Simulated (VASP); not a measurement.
Crystal: CaCu4Bi.

```
Ca Cu Bi
1.0
     5.47106    0.00000    0.00000
    -2.73553    4.73808    0.00000
     0.00000    0.00000    4.39376
Ca Cu Bi
1 4 1
Direct
  0.00000 0.00000 0.00000
  0.66667 0.33333 0.00000
  0.00306 0.50153 0.50000
  0.49847 0.50153 0.50000
  0.49847 0.99694 0.50000
  0.33333 0.66667 0.00000
```

The cell was generated, and may not be a known phase.

```yaml
Program: VASP 6.6.1
Task: relaxation of cell and atoms
Functional: PBE
Potentials_or_basis: VASP PAW PBE potentials, release 64 (Ca_sv, Cu, Bi_d)
Cutoff: 600 eV
k_mesh: 6 × 6 × 4
Occupations: gaussian, width 0.1 eV
Spin: no spin polarisation
```

At the start: pressure -1.1 GPa; volume 18.98 Å³/atom.

Problem. Where does the relaxation end?

Solution. Over 10 steps the energy falls by 53.5 meV/atom and the volume is 18.76 Å³/atom (-1.2 %); space group P-6m2 (No. 187, to 0.1 Å) before and after.

Step by step:
```tsv
step	energy change (eV)	largest force (eV/Å)	pressure (GPa)	volume (Å³)
1	0.0000	1.1840	-1.09	113.90
2	-0.1847	0.8044	-0.37	111.78
3	-0.2661	0.0554	1.99	108.74
4	-0.2725	0.2136	1.22	109.50
5	-0.2729	0.1640	1.41	109.35
6	-0.3030	0.0365	-0.16	112.03
7	-0.3052	0.0165	-0.80	113.30
8	-0.3189	0.0523	-0.20	112.62
9	-0.3204	0.0693	0.10	112.31
10	-0.3211	0.0011	-0.07	112.56
```

Final structure:
```
Ca Cu Bi
1.0
     5.51173    0.00000    0.00000
    -2.75586    4.77330    0.00000
     0.00000    0.00000    4.27845
Ca Cu Bi
1 4 1
Direct
  0.00000 0.00000 0.00000
  0.66667 0.33333 0.00000
  0.96772 0.48386 0.50000
  0.51614 0.48386 0.50000
  0.51614 0.03228 0.50000
  0.33333 0.66667 0.00000
```
